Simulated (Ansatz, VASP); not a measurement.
## Two plane-wave programs on InP

```
CELL_PARAMETERS angstrom
3.86019 0.00000 0.00000
0.00000 3.86019 0.00000
0.00000 0.00000 23.18870
ATOMIC_POSITIONS crystal
In 0.50000 0.50000 0.32343
In 0.00000 0.00000 0.44114
In 0.50000 0.50000 0.55886
In 0.00000 0.00000 0.67657
P 0.00000 0.00000 0.32343
P 0.50000 0.50000 0.44114
P 0.00000 0.00000 0.55886
P 0.50000 0.50000 0.67657
```

Alike in both runs: task single point; functional PBEsol; k mesh 9 × 9 × 1; occupations gaussian, width 0.1 eV; no spin polarisation.

|  | VASP | Ansatz |
| --- | --- | --- |
| version | VASP 6.6.1 | Ansatz 0.2.0 |
| potentials or method | VASP PAW PBE potentials, release 64 (In_d, P), cutoff 520 eV | scalar-relativistic, plane waves, PAW |
| valence electrons in the cell | 72 | 72 |

VASP gave:

| Item | Value |
| --- | --- |
| gap on the k mesh at the Fermi level (eV) | none |
| rms of the force components (eV/Å) | 0.124 |
| work function, face that differs most (eV) | 4.50 |

**Question.** Estimate Ansatz's values.

**Answer.** gap on the k mesh at the Fermi level (eV): none; rms of the force components (eV/Å): 0.124; work function, face that differs most (eV): 4.51.

VASP's potentials were made for PBE, not for PBEsol. A gap of «none» marks a metal or a gap that the smearing closes. Ansatz's warnings: xc potential rough in thin density.
